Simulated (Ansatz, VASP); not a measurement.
# Mn: VASP beside Ansatz

Contents of POSCAR:

```
Mn
1.0
   -1.4321439648      1.4321439648      1.4321439648
    1.4321439648     -1.4321439648      1.4321439648
    1.4321439648      1.4321439648     -1.4321439648
Mn
1
Direct
    0.0000000000      0.0000000000      0.0000000000
```

INCAR.step1

```
PREC     = Accurate       # precision mode
ENCUT    = 600            # plane-wave cutoff, eV
ISMEAR   = -1             # smearing method
SIGMA    = 0.1            # smearing width, eV
LREAL    = False          # projectors in reciprocal space
LASPH    = True           # aspherical terms in the spheres
NELM     = 80             # most SCF steps
GGA      = PE             # functional
ALGO     = Normal         # electronic algorithm
EDIFF    = 1E-4           # SCF threshold, eV
LWAVE    = True           # write WAVECAR
LCHARG   = False          # write CHGCAR
```

File INCAR.step2:

```
PREC     = Accurate       # precision mode
ENCUT    = 600            # plane-wave cutoff, eV
EDIFF    = 1E-7           # SCF threshold, eV
ISMEAR   = -1             # smearing method
SIGMA    = 0.1            # smearing width, eV
LREAL    = False          # projectors in reciprocal space
LASPH    = True           # aspherical terms in the spheres
NELM     = 80             # most SCF steps
ALGO     = Normal         # electronic algorithm
ISIF     = 3              # what is computed and relaxed
LWAVE    = False          # write WAVECAR
LCHARG   = False          # write CHGCAR
METAGGA  = R2SCAN         # meta-GGA
LMIXTAU  = True         
IBRION   = 2              # ionic algorithm
NSW      = 80             # ionic steps
EDIFFG   = -0.01          # ionic threshold
ISTART   = 1
```

KPOINTS

```
Automatic mesh
0
Gamma
  15 15 15
```

Input for Ansatz:

```yaml
crystal:
  lattice:
    - [-1.4321439648, 1.4321439648, 1.4321439648]
    - [1.4321439648, -1.4321439648, 1.4321439648]
    - [1.4321439648, 1.4321439648, -1.4321439648]
  atoms:
    - { symbol: Mn, position: [0.0, 0.0, 0.0] }
hamiltonian:
  xc: r2scan
  pseudopotentials:
    kind: paw
    azcp:
      Mn: "pseudopotentials/Mn.paw.azcp"
basis:
  ecutwfc: 500
  fft_grid_basis: typed
kpoints:
  mp_grid: { grid: [15, 15, 15], shift: [0, 0, 0] }
magnetization:
  spin_polarized: false
scf:
  occupations: { method: fermi_dirac, width: 0.1 }
relax:
  max_steps: 60
  f_tol: 0.01
  cell: {}
output:
  write_density: true
  write_potential: true
  elf: true
  volumetric_format: npy
```

Alike in both runs: task relaxation of cell and atoms; functional r2SCAN; k mesh 15 × 15 × 15; occupations fermi-dirac, width 0.1 eV; no spin polarisation.

|  | VASP | Ansatz |
| --- | --- | --- |
| version | VASP 6.6.1 | Ansatz 0.2.0 |
| potentials or method | VASP PAW PBE potentials, release 64 (Mn_pv), cutoff 600 eV | plane waves (500 eV) with PAW, scalar-relativistic |
| valence electrons in the cell | 13 | 15 |

|  | VASP | Ansatz | Ansatz less VASP |
| --- | --- | --- | --- |
| relaxed volume (Å³/atom) | 10.52 | 10.52 | -0.001 |
| relaxed length of the cell vector where the two differ most in proportion (Å) | 2.391 | 2.391 | -0.0001 |

VASP's potentials were made for PBE, not for r2SCAN. VASP's potentials hold 13 valence electrons a cell and Ansatz's 15, so a difference there can come from the potentials and not from the codes.
